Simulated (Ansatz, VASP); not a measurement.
**Hg: VASP beside Ansatz**

Contents of INCAR:

```
SYSTEM = Hg
ALGO     = Normal         ! electronic algorithm
EDIFF    = 1E-8           ! SCF threshold, eV
ENCUT    = 410            ! plane-wave cutoff, eV
GGA_COMPAT= .FALSE.      
ISIF     = 2              ! what is computed and relaxed
ISMEAR   = -1             ! smearing method
LASPH    = .TRUE.         ! aspherical terms in the spheres
LCHARG   = .FALSE.        ! write CHGCAR
LEFG     = .TRUE.       
LREAL    = .FALSE.        ! projectors in reciprocal space
LWAVE    = .FALSE.        ! write WAVECAR
NBANDS   = 16             ! bands
NELM     = 120            ! most SCF steps
PREC     = Accurate       ! precision mode
SIGMA    = 0.03           ! smearing width, eV
```

Contents of KPOINTS:

```
k-points
0
G
  12 12 12
  0 0 0
```

POSCAR

```
Hg
1.0
    1.7357480073      1.0021345793      2.2414219814
   -1.7357480073      1.0021345793      2.2414219814
    0.0000000000     -2.0042691585      2.2414219814
Hg
1
Direct
    0.0000000000      0.0000000000      0.0000000000
```

Input for Ansatz:

```yaml
crystal:
  lattice:
    - [1.7357480073, 1.0021345793, 2.2414219814]
    - [-1.7357480073, 1.0021345793, 2.2414219814]
    - [0.0, -2.0042691585, 2.2414219814]
  atoms:
    - { symbol: Hg, position: [0.0, 0.0, 0.0] }
kpoints:
  mp_grid: { grid: [12, 12, 12] }
scf:
  occupations: { method: fermi_dirac, width: 0.03 }
hamiltonian:
  xc: lda
  pseudopotentials: { kind: paw }
output:
  forces: true
  stress: true
  eigenvalues: true
  efg: { contact_densities: true }
```

Change from the starting cell: volume scaled by 1.01, PAW files.

Alike in both runs: task electric field gradients; functional LDA; k mesh 12 × 12 × 12; occupations fermi-dirac, width 0.03 eV; no spin polarisation.

```csv
,VASP,Ansatz
version,VASP 6.6.1,Ansatz 0.2.0
potentials or method,"VASP PAW LDA potentials, release 64 (Hg_sv_GW)","PAW with Ansatz's default frozen-core files, scalar-relativistic"
plane-wave cutoff (eV),410,420
valence electrons in the cell,20,20
```

|  | VASP | Ansatz | Ansatz less VASP |
| --- | --- | --- | --- |
| size of Vzz on the site where it differs most (V/Å²) | 132.5 | 116.3 | -16.19 |

LDA's correlation is that of Perdew and Zunger in VASP and of Perdew and Wang (1992) in Ansatz.

Neither program's run includes spin-orbit coupling.
